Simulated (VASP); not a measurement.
# InP (Fm-3m) in VASP: further runs

InP is run at these levels: BLYP, PBE+D3(BJ); tasks: relaxation of cell and atoms.

All numbers are computed with VASP 6.6.1; they aren't measurements. Logs are shortened: lines on timing, memory, paths and dates and some standing lists are left out, and cuts for length are marked.

## 1. The cell of the first run

The structure is cubic, space group Fm-3m (No. 225). The conventional cell has a = 5.538 Å, b = 5.538 Å, c = 5.538 Å, α = 90.00°, β = 90.00°, γ = 90.00°. In (site symmetry m-3m) has 6 P at 2.77 Å within 3.6 Å. P (site symmetry m-3m) has 6 In at 2.77 Å within 3.6 Å.

## 2. Relaxation of cell and atoms, BLYP

INCAR

```
PREC = Accurate ; ENCUT = 600
EDIFF = 1E-7 ; ISMEAR = -1
SIGMA = 0.05 ; LREAL = False
LASPH = True ; NELM = 80
ALGO = Normal ; ISIF = 3
LWAVE = False ; LCHARG = False
GGA = B5 ; ALDAX = 1.0
AGGAX = 1.0 ; AGGAC = 1.0
ALDAC = 0.0 ; IBRION = 2
NSW = 60 ; EDIFFG = -0.01
```

KPOINTS

```
Automatic mesh
0
Gamma
  8 8 8
```

POSCAR

```
InP
1.0
    0.0000000000      2.7688340000      2.7688340000
    2.7688340000      0.0000000000      2.7688340000
    2.7688340000      2.7688340000      0.0000000000
In P
1 1
Direct
    0.0000000000      0.0000000000      0.0000000000
    0.5000000000      0.5000000000      0.5000000000
```

Potentials or basis: VASP PAW PBE potentials, release 64 (In_d, P).

Command:

```
$ cat potpaw_PBE.64/In_d/POTCAR potpaw_PBE.64/P/POTCAR > POTCAR
$ mpirun -np 1 vasp_std > vasp.out
```

OUTCAR:

```text
PREC = Accurate
   ENCUT = 600
   EDIFF = 1E-7
   ISMEAR = -1
   LREAL = False
   LASPH = True
   NELM = 80
   ISIF = 3
   GGA = B5
   IBRION = 2
   NSW = 60
   EDIFFG = -0.01

 ion  position               nearest neighbor table
   1  0.000  0.000  0.000-   2 2.77   2 2.77   2 2.77   2 2.77   2 2.77   2 2.77
   2  0.500  0.500  0.500-   1 2.77   1 2.77   1 2.77   1 2.77   1 2.77   1 2.77

  LATTYP: Found a face centered cubic cell.
 ALAT       =     5.5376680000

  Lattice vectors:

 A1 = (   0.0000000000,   2.7688340000,   2.7688340000)
 A2 = (   2.7688340000,   0.0000000000,   2.7688340000)
 A3 = (   2.7688340000,   2.7688340000,   0.0000000000)

Analysis of symmetry for initial positions (statically):
=====================================================================
 Subroutine PRICEL returns:
 Original cell was already a primitive cell.

 Routine SETGRP: Setting up the symmetry group for a
 face centered cubic supercell.

 Subroutine GETGRP returns: Found 48 space group operations
 (whereof 48 operations were pure point group operations)
 out of a pool of 48 trial point group operations.

The static configuration has the point symmetry O_h .

Analysis of symmetry for dynamics (positions and initial velocities):
=====================================================================
 Subroutine PRICEL returns:
 Original cell was already a primitive cell.

 Routine SETGRP: Setting up the symmetry group for a
 face centered cubic supercell.

 Subroutine GETGRP returns: Found 48 space group operations
 (whereof 48 operations were pure point group operations)
 out of a pool of 48 trial point group operations.

The dynamic configuration has the point symmetry O_h .

 Subroutine INISYM returns: Found 48 space group operations
 (whereof 48 operations are pure point group operations),
 and found     1 'primitive' translations

----------------------------------------------------------------------------------------

                                     Primitive cell

  volume of cell :      42.4542

  direct lattice vectors                    reciprocal lattice vectors
     0.000000000  2.768834000  2.768834000    -0.180581429  0.180581429  0.180581429
     2.768834000  0.000000000  2.768834000     0.180581429 -0.180581429  0.180581429
     2.768834000  2.768834000  0.000000000     0.180581429  0.180581429 -0.180581429

  length of vectors
     3.915722595  3.915722595  3.915722595     0.312776210  0.312776210  0.312776210

  position of ions in fractional coordinates (direct lattice)
     0.000000000  0.000000000  0.000000000
     0.500000000  0.500000000  0.500000000

  ion indices of the primitive-cell ions
   primitive index   ion index
                 1           1
                 2           2

----------------------------------------------------------------------------------------

 KPOINTS: Automatic mesh

Automatic generation of k-mesh.
 Grid dimensions read from file:
 generate k-points for:    8    8    8

 Generating k-lattice:

  Cartesian coordinates                     Fractional coordinates (reciprocal lattice)
    -0.022572679  0.022572679  0.022572679     0.125000000  0.000000000  0.000000000
     0.022572679 -0.022572679  0.022572679     0.000000000  0.125000000  0.000000000
     0.022572679  0.022572679 -0.022572679     0.000000000  0.000000000  0.125000000

  Length of vectors
     0.039097026  0.039097026  0.039097026

  Shift w.r.t. Gamma in fractional coordinates (k-lattice)
     0.000000000  0.000000000  0.000000000

 Subroutine IBZKPT returns following result:
 ===========================================

 Found     29 irreducible k-points:

 Following reciprocal coordinates:
            Coordinates               Weight
  0.000000  0.000000  0.000000      1.000000
  0.125000  0.000000  0.000000      8.000000
  0.250000  0.000000  0.000000      8.000000
  0.375000  0.000000  0.000000      8.000000
  0.500000  0.000000  0.000000      4.000000
  0.125000  0.125000  0.000000      6.000000
[... 16 lines left out ...]
  0.500000  0.250000  0.125000     48.000000
 -0.375000  0.250000  0.125000     24.000000
 [... further k-points ...]
   k-points           NKPTS =     29   k-points in BZ     NKDIM =     29   number of bands    NBANDS=     13
   number of dos      NEDOS =    301   number of ions     NIONS =      2
   total plane-waves  NPLWV =  32768
   dimension x,y,z NGX =    32 NGY =   32 NGZ =   32
   dimension x,y,z NGXF=    64 NGYF=   64 NGZF=   64
   ions per type =               1   1
   NGX,Y,Z   is equivalent  to a cutoff of  13.59, 13.59, 13.59 a.u.
   NGXF,Y,Z  is equivalent  to a cutoff of  27.17, 27.17, 27.17 a.u.
 SYSTEM =  unknown system
   PREC   = accura    normal or accurate (medium, high low for compatibility)
   ISTART =      0    job   : 0-new  1-cont  2-samecut
   ICHARG =      2    charge: 1-file 2-atom 10-const
   ISPIN  =      1    spin polarized calculation?
   LNONCOLLINEAR =      F non collinear calculations
   LSORBIT =      F    spin-orbit coupling
   LASPH  =      T    aspherical Exc in radial PAW
   ENCUT  =  600.0 eV  44.10 Ry    6.64 a.u.   7.82  7.82  7.82*2*pi/ulx,y,z
   NELM   =     80;   NELMIN=  2; NELMDL= -5     # of ELM steps
   EDIFF  = 0.1E-06   stopping-criterion for ELM
   LREAL  =      F    real-space projection
   EDIFFG = -.1E-01   stopping-criterion for IOM
   NSW    =     60    number of steps for IOM
   IBRION =      2    ionic relax: 0-MD 1-quasi-New 2-CG
   NFREE  =      1    steps in history (QN), initial steepest desc. (CG)
   ISIF   =      3    stress and relaxation
   ISYM   =      2    0-nonsym 1-usesym 2-fastsym
   POTIM  = 0.5000    time-step for ionic-motion
   TEBEG  =    0.0;   TEEND  =   0.0 temperature during run
   PSTRESS=    0.0 pullay stress
   NELECT =      18.0000    total number of electrons
   NUPDOWN=      -1.0000    fix difference up-down
   EMIN   =  10.00;   EMAX   =-10.00  energy-range for DOS
   EFERMI =   0.00;   METHOD = LEGACY
   ISMEAR =    -1;   SIGMA  =   0.05  broadening in eV -4-tet -1-fermi 0-gaus
   EFERMI_NEDOS =   21; number of points for ismear=-14 and -15
   IALGO  =     38    algorithm
   IMIX   =      4    mixing-type and parameters
     AMIX     =   0.40;   BMIX     =  1.00
     AMIX_MAG =   1.60;   BMIX_MAG =  1.00
  volume/ion in A,a.u.               =      21.23       143.25
  Fermi-wavevector in a.u.,A,eV,Ry     =   1.229869  2.324115 20.579860  1.512577
  Thomas-Fermi vector in A             =   2.364739
   LORBIT       =      0    0 simple, 1 ext, 2 COOP (PROOUT), +10 PAW based schemes
   GGA     = B5    functional components
   LHFCALC =     F    Hartree Fock is set to
   AEXX    =    0.0000 exact exchange contribution
   IVDW    =     0    specifies the selected vdW correction
   LEPSILON=     F    determine dielectric tensor
   LRPA    =     F    only Hartree local field effects (RPA)
 conjugate gradient relaxation of ions
 non-spin polarized calculation
  energy-cutoff  :      600.00
  volume of cell :       42.45
 maximum number of plane-waves:      1428
   NGX = 15   NGY = 15   NGZ = 15

--------------------------------------- Ionic step        1  -------------------------------------------

 number of electron      17.9999997 magnetization

 Free energy of the ion-electron system (eV)
  ---------------------------------------------------
  ext. energy  EPLUGINS =         0.00000000
  ---------------------------------------------------
  free energy    TOTEN  =        -6.38691854 eV

  energy without entropy =       -6.37437028  energy(sigma->0) =       -6.38064441

------------------------ aborting loop because EDIFF is reached ----------------------------------------

  FORCE on cell =-STRESS in cart. coord.  units (eV):
  Direction    XX          YY          ZZ          XY          YZ          ZX
  --------------------------------------------------------------------------------------
  -------------------------------------------------------------------------------------
  Total        1.4203465      1.4203465      1.4203465     -0.0000000     -0.0000000     -0.0000000
  in kB       53.6023892     53.6023892     53.6023892     -0.0000000     -0.0000000     -0.0000000
  external PRESSURE =      53.6023892 kB  Pullay stress =       0.0000000 kB
[... 57 lines left out ...]
  energy  without entropy=       -6.4231695384  energy(sigma->0) =       -6.43046534

--------------------------------------- Ionic step        3  -------------------------------------------

 number of electron      18.0000005 magnetization

 Free energy of the ion-electron system (eV)
  ---------------------------------------------------
  ext. energy  EPLUGINS =         0.00000000
  ---------------------------------------------------
  free energy    TOTEN  =        -6.44134207 eV

  energy without entropy =       -6.42715850  energy(sigma->0) =       -6.43425028

 E-fermi :   6.6092     XC(G=0):  -9.3951

 val. band max:        6.5963729120   @ k =   0.3750   0.0000   0.0000
 cond. band min:       6.6291669006   @ k =  -0.3750   0.3750   0.0000
 fundamental gap:      0.0327939886
 Fermi energy:         6.6092069466

 k-point     1 :       0.0000    0.0000    0.0000
  band No.  band energies     occupation
      1      -7.6644      2.00000
      2      -7.6644      2.00000
      3      -7.6461      2.00000
      4      -7.6461      2.00000
      5      -7.6461      2.00000
      6      -4.8746      2.00000
      7       6.3003      1.99586
      8       6.3003      1.99586
      9       6.3003      1.99586
     10       6.3310      1.99237
     11      13.8871      0.00000
     12      13.8871      0.00000
     13      13.8871      0.00000
[... 353 lines left out ...]
 k-point    24 :      -0.3750    0.2500    0.1250
  band No.  band energies     occupation
      1      -7.7669      2.00000
      2      -7.6866      2.00000
      3      -7.6327      2.00000
      4      -7.6092      2.00000
      5      -7.5799      2.00000
      6      -2.6884      2.00000
      7       0.8628      2.00000
      8       4.5220      2.00000
      9       5.2174      2.00000
     10       8.6119      0.00000
     11      10.1414      0.00000
     12      12.3394      0.00000
     13      13.6095      0.00000

 [... further k-points ...]
[... 5 lines left out ...]
  --------------------------------------------------------------------------------------
  -------------------------------------------------------------------------------------
  Total        0.0078627      0.0078627      0.0078627     -0.0000000      0.0000000     -0.0000000
  in kB        0.2741200      0.2741200      0.2741200     -0.0000000      0.0000000     -0.0000000
  external PRESSURE =       0.2741200 kB  Pullay stress =       0.0000000 kB
[... 17 lines left out ...]
  FREE ENERGIE OF THE ION-ELECTRON SYSTEM (eV)
  ---------------------------------------------------
  free  energy   TOTEN  =        -6.4413420707 eV

  energy  without entropy=       -6.4271584951  energy(sigma->0) =       -6.43425028

 reached required accuracy - stopping structural energy minimisation
```

Wall time 37 s (1 thread of Intel Xeon 6975P-C (Granite Rapids), shared host); peak memory 0.19 GiB.

Results:

- Free energy: -6.4413 eV
- Relaxed volume: 22.98 Å³/atom
- Relaxed cell: a = 4.021 Å, b = 4.021 Å, c = 4.021 Å, α = 60.00°, β = 60.00°, γ = 60.00°
- Space group after relaxing (to 0.05 Å): Fm-3m (No. 225)
- Energy gained by relaxing: 27.2 meV/atom
- Ionic steps: 3
- Pressure after relaxing: 0.0 GPa
- Band gap on the k mesh: zero (band 9 reaches 6.81 eV, above the bottom of band 10 at 4.51 eV)

The path:
```
step  energy change (eV)  largest force (eV/Å)  pressure (GPa)  volume (Å³)
   1              0.0000                0.0000            5.36        42.45
   2             -0.0508                0.0000           -1.14        46.97
   3             -0.0544                0.0000            0.03        45.96
```

Final structure:
```
In P
1.0
     0.00000    2.84296    2.84296
     2.84296    0.00000    2.84296
     2.84296    2.84296    0.00000
In P
1 1
Cartesian
  0.0000 0.0000 0.0000
  2.8430 2.8430 2.8430
```

Caveat: the PAW data sets were made with another functional, which shifts forces and pressure a little; spin-orbit coupling is left out, which moves the levels of the heavy elements.

## 3. Relaxation of cell and atoms, PBE+D3(BJ)

INCAR

```
SYSTEM = InP
  ALGO = Normal
  EDIFF = 1E-6
  EDIFFG = -0.01
  ENCUT = 600
  GGA = PE
  IBRION = 2
  ISIF = 3
  ISMEAR = -1
  IVDW = 12
  LASPH = .TRUE.
  LCHARG = .FALSE.
  LREAL = .FALSE.
  LWAVE = .FALSE.
  NELM = 80
  NSW = 60
  PREC = Accurate
  SIGMA = 0.05
```

KPOINTS

```
k-points
0
G
  8 8 8
  0 0 0
```

POSCAR is that of step 2.

Potentials or basis: VASP PAW PBE potentials, release 64 (In_d, P).

Command:

```
$ cat potpaw_PBE.64/In_d/POTCAR potpaw_PBE.64/P/POTCAR > POTCAR
$ mpirun -np 1 vasp_std > vasp.out
```

OUTCAR:

```text
SYSTEM = InP
   EDIFF = 1E-6
   EDIFFG = -0.01
   ENCUT = 600
   GGA = PE
   IBRION = 2
   ISIF = 3
   ISMEAR = -1
   IVDW = 12
   LASPH = .TRUE.
   LREAL = .FALSE.
   NELM = 80
   NSW = 60
   PREC = Accurate
 IVDW          = 12

 ion  position               nearest neighbor table
   1  0.000  0.000  0.000-   2 2.77   2 2.77   2 2.77   2 2.77   2 2.77   2 2.77
   2  0.500  0.500  0.500-   1 2.77   1 2.77   1 2.77   1 2.77   1 2.77   1 2.77

  LATTYP: Found a face centered cubic cell.
 ALAT       =     5.5376680000

  Lattice vectors:

 A1 = (   0.0000000000,   2.7688340000,   2.7688340000)
 A2 = (   2.7688340000,   0.0000000000,   2.7688340000)
 A3 = (   2.7688340000,   2.7688340000,   0.0000000000)

Analysis of symmetry for initial positions (statically):
=====================================================================
 Subroutine PRICEL returns:
 Original cell was already a primitive cell.

 Routine SETGRP: Setting up the symmetry group for a
[... 255 lines left out ...]

  energy without entropy =       -7.88804949  energy(sigma->0) =       -7.89341812

 E-fermi :   7.6524     XC(G=0): -10.5789

 val. band max:        7.5869566302   @ k =   0.3750   0.0000   0.0000
 cond. band min:       7.6572914119   @ k =  -0.3750   0.5000   0.1250
 fundamental gap:      0.0703347817
 Fermi energy:         7.6523670735

 k-point     1 :       0.0000    0.0000    0.0000
  band No.  band energies     occupation
      1      -6.7632      2.00000
      2      -6.7632      2.00000
      3      -6.7414      2.00000
      4      -6.7414      2.00000
      5      -6.7414      2.00000
      6      -4.7696      2.00000
      7       7.2351      1.99952
      8       7.2351      1.99952
      9       7.2351      1.99952
     10       8.3884      0.00000
     11      14.6425      0.00000
     12      14.6425      0.00000
     13      14.6425      0.00000
[... 354 lines left out ...]
  band No.  band energies     occupation
      1      -6.9289      2.00000
      2      -6.7999      2.00000
      3      -6.7276      2.00000
      4      -6.6876      2.00000
      5      -6.6398      2.00000
      6      -2.0002      2.00000
      7       1.2554      2.00000
      8       5.1146      2.00000
      9       5.9247      2.00000
     10       9.9724      0.00000
     11      11.1603      0.00000
     12      13.6477      0.00000
     13      15.1318      0.00000

 [... further k-points ...]

------------------------ aborting loop because EDIFF is reached ----------------------------------------

 Edisp (eV)   -0.78186

 E8    (eV) :    -0.3470
[... 25 lines left out ...]
  FREE ENERGIE OF THE ION-ELECTRON SYSTEM (eV)
  ---------------------------------------------------
  free  energy   TOTEN  =        -8.6806467098 eV

  energy  without entropy=       -8.6699094314  energy(sigma->0) =       -8.67527807

 reached required accuracy - stopping structural energy minimisation
```

CONTCAR:

```text
InP
   1.00000000000000
     0.0000000000000000    2.7326874759524942    2.7326874759524942
     2.7326874759524942   -0.0000000000000000    2.7326874759524942
     2.7326874759524942    2.7326874759524942    0.0000000000000000
  In              P
     1     1
Direct
     0.0000000000000000    0.0000000000000000    0.0000000000000000
     0.5000000000000000    0.5000000000000000    0.5000000000000000

  0.00000000E+00  0.00000000E+00  0.00000000E+00
  0.00000000E+00  0.00000000E+00  0.00000000E+00
```

Wall time 16 s (1 thread of Intel Xeon 6975P-C (Granite Rapids), shared host); peak memory 0.2 GiB.

What came out:

```
Free energy                            : -8.6806 eV
Relaxed volume                         : 20.41 Å³/atom
Relaxed cell                           : a = 3.865 Å, b = 3.865 Å, c = 3.865 Å, α = 60.00°, β = 60.00°, γ = 60.00°
Space group after relaxing (to 0.05 Å) : Fm-3m (No. 225)
Energy gained by relaxing              : 7.9 meV/atom
Ionic steps                            : 3
Pressure after relaxing                : 0.0 GPa
Band gap on the k mesh                 : zero (band 9 reaches 7.85 eV, above the bottom of band 10 at 5.08 eV)
Dispersion energy per atom             : -0.391 eV
```

Step by step:
```csv
step,energy change (eV),largest force (eV/Å),pressure (GPa),volume (Å³)
1,0.0000,0.0000,-2.95,42.45
2,-0.0124,0.0000,1.52,40.10
3,-0.0157,0.0000,0.04,40.81
```

Final structure:
```yaml
crystal:
  lattice:
    - [0.00000, 2.73269, 2.73269]
    - [2.73269, 0.00000, 2.73269]
    - [2.73269, 2.73269, 0.00000]
  atoms:
    - { symbol: In, position: [0.00000, 0.00000, 0.00000] }
    - { symbol: P, position: [0.50000, 0.50000, 0.50000] }
```

Caveat: spin-orbit coupling is left out, which moves the levels of the heavy elements; pairwise dispersion overbinds metals, which lowers pressure and volume.
